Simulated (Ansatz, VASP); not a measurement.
**Cd2Mo: VASP beside Ansatz**

```xyz
3
Lattice="4.8924 0.0000 0.0000 -2.4462 4.2370 0.0000 0.0000 0.0000 2.7288" Properties=species:S:1:pos:R:3 pbc="T T T"
Cd    0.0000    2.8247    1.3644
Cd    2.4462    1.4123    1.3644
Mo    0.0000    0.0000    0.0000
```

Alike in both runs: functional PBE; k mesh 6 × 6 × 6; occupations gaussian, width 0.1 eV; no spin polarisation.

Ansatz relaxed the structure, and its values are those at the end. VASP's run is a single point on that final structure, the one shown.

|  | VASP | Ansatz |
| --- | --- | --- |
| version | VASP 6.6.1 | Ansatz 0.2.0 |
| potentials or method | VASP PAW PBE potentials, release 64 (Cd, Mo_sv), cutoff 520 eV | scalar-relativistic, plane waves, PAW |
| valence electrons in the cell | 38 | 54 |

Ansatz gave:

* gap on the k mesh at the Fermi level (eV): none
* pressure (GPa): 0.0

Which values does VASP return?

gap on the k mesh at the Fermi level (eV): none; pressure (GPa): 0.7.

A gap of «none» marks a metal or a gap that the smearing closes. VASP's potentials hold 38 valence electrons a cell and Ansatz's 54, so a difference there can come from the potentials and not from the codes.

The k mesh is coarse, so the values compare programs but aren't converged.
